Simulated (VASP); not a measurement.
Set up this calculation in VASP 6.6.1, as the native input.

```yaml
Task: single point
Functional: LDA
Potentials_or_basis: VASP PAW LDA potentials, release 64 (Ca_sv)
Cutoff: 520 eV
k_mesh: 4 × 4 × 4
Occupations: fermi-dirac, width 0.1 eV
Spin: no spin polarisation
Dipole_correction: no
Further_INCAR_settings: ALGO = Normal; EDIFF = 1e-06; NBANDS = 11
```

The structure of Ca lies in POSCAR:

```
Ca
1.0
    0.0000000000      2.6714532750      2.6714532750
    2.6714532750      0.0000000000      2.6714532750
    2.6714532750      2.6714532750      0.0000000000
Ca
1
Direct
    0.0000000000      0.0000000000      0.0000000000
```

One way to write it, as run:

INCAR

```
ALGO = Normal
EDIFF = 1E-6
ENCUT = 520
ISIF = 2
ISMEAR = -1
LASPH = T
LCHARG = F
LREAL = F
LWAVE = F
NBANDS = 11
NELM = 80
PREC = Accurate
SIGMA = 0.1
```

KPOINTS

```
k-points
0
Gamma
  4 4 4
```

Potentials or basis: VASP PAW LDA potentials, release 64 (Ca_sv).

Run with:

```sh
$ cat potpaw_LDA.64/Ca_sv/POTCAR > POTCAR
$ mpirun -np 1 vasp_std > vasp.out
```

Results of the run:

```json
{"Pressure": "0.2 GPa", "Band gap on the k mesh": "zero (band 5 reaches 2.30 eV, above the bottom of band 6 at 2.18 eV)"}
```

Caveat: the k points lie up to 0.51 Å⁻¹ apart.

Run time: 2 s on 1 thread of Intel(R) Xeon(R) 6975P-C (Granite Rapids) (shared host), peak memory 0.13 GiB.
